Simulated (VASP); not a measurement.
Input of a VASP 6.6.1 run:

File INCAR:

```
  PREC = Accurate
  ENCUT = 600
  EDIFF = 1E-6
  ISMEAR = -1
  SIGMA = 0.1
  LREAL = F
  LASPH = T
  NELM = 120
  ALGO = Normal
  ISIF = 2
  LWAVE = F
  LCHARG = F
  GGA = PS
  NBANDS = 22
  GGA_COMPAT = F
```

KPOINTS

```
Automatic mesh
0
Gamma
  3 3 2
```

The input POSCAR:

```
HfC
1.0
    3.3428660000      0.0000000000      0.0000000000
   -1.6714330000      2.8950068774      0.0000000000
    0.0000000000      0.0000000000      5.2027140000
Hf C
2 2
Direct
    0.6666666667      0.3333333333      0.7500000000
    0.3333333333      0.6666666667      0.2500000000
    0.0000000000      0.0000000000      0.0000000000
    0.0000000000      0.0000000000      0.5000000000
```

Potentials or basis: VASP PAW PBE potentials, release 64 (Hf_pv, C).

Command:

```console
$ cat potpaw_PBE.64/Hf_pv/POTCAR potpaw_PBE.64/C/POTCAR > POTCAR
$ mpirun -np 1 vasp_std > vasp.out
```

(1) What does it give for the pressure?

(2) What does it give for the band gap on the k mesh?

Answers

(1) -7.8 GPa.

(2) zero (filled and empty bands touch).

Caveat: the k points lie up to 0.72 Å⁻¹ apart; the PAW data sets were made with another functional, which shifts forces and pressure a little; spin-orbit coupling is left out, which moves the levels of the heavy elements.
